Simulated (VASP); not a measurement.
# Ir3Ru4: single point with PBE

The system is Ir3Ru4.

```
Ru Ir
1.0
     4.85681    0.00000    0.00000
     0.00000    4.85681    0.00000
     0.00000    0.00000    4.85681
Ru Ir
4 3
Direct
  0.50000 0.00000 0.00000
  0.00000 0.50000 0.00000
  0.00000 0.00000 0.50000
  0.50000 0.50000 0.50000
  0.00000 0.50000 0.50000
  0.50000 0.00000 0.50000
  0.50000 0.50000 0.00000
```

* Program: VASP 6.6.1
* Task: single point
* Functional: PBE
* Potentials or basis: VASP PAW PBE potentials, release 64 (Ru_pv, Ir)
* Cutoff: 520 eV
* k mesh: 4 × 4 × 4
* Occupations: gaussian, width 0.1 eV
* Spin: no spin polarisation
* Dipole correction: no
* Further INCAR settings: ALGO = Normal; EDIFF = 1e-06; NBANDS = 50

```
Pressure : 22.4 GPa
```

Levels at points of the mesh, in eV from the Fermi level:
| k point | band 37 | band 38 | band 39 | band 40 | band 41 | band 42 | band 43 | band 44 | band 45 | band 46 |
| --- | --- | --- | --- | --- | --- | --- | --- | --- | --- | --- |
| (0.00, 0.00, 0.00) | -0.26 | -0.21 | -0.21 | -0.21 | 0.81 | 0.81 | 1.12 | 1.12 | 1.12 | 2.10 |
| (0.50, 0.00, 0.00) | -0.75 | -0.36 | -0.33 | 0.14 | 0.14 | 0.34 | 0.34 | 0.73 | 0.73 | 1.10 |
| (0.50, 0.50, 0.00) | -1.50 | -1.48 | -1.48 | -1.18 | -1.18 | -0.08 | -0.01 | 0.20 | 0.30 | 0.30 |
| (0.50, 0.50, 0.50) | -1.99 | -1.99 | -1.99 | -1.21 | -1.21 | -0.87 | -0.87 | -0.87 | -0.81 | -0.81 |

It took 52 s on 1 thread of Intel(R) Xeon(R) Platinum 8259CL CPU @ 2.50GHz (Skylake/Cascade Lake) (shared host), peak memory 0.22 GiB.

Caveat: the bands computed are all filled at some k points, so no gap is given; spin-orbit coupling is left out, which moves the levels of the heavy elements.
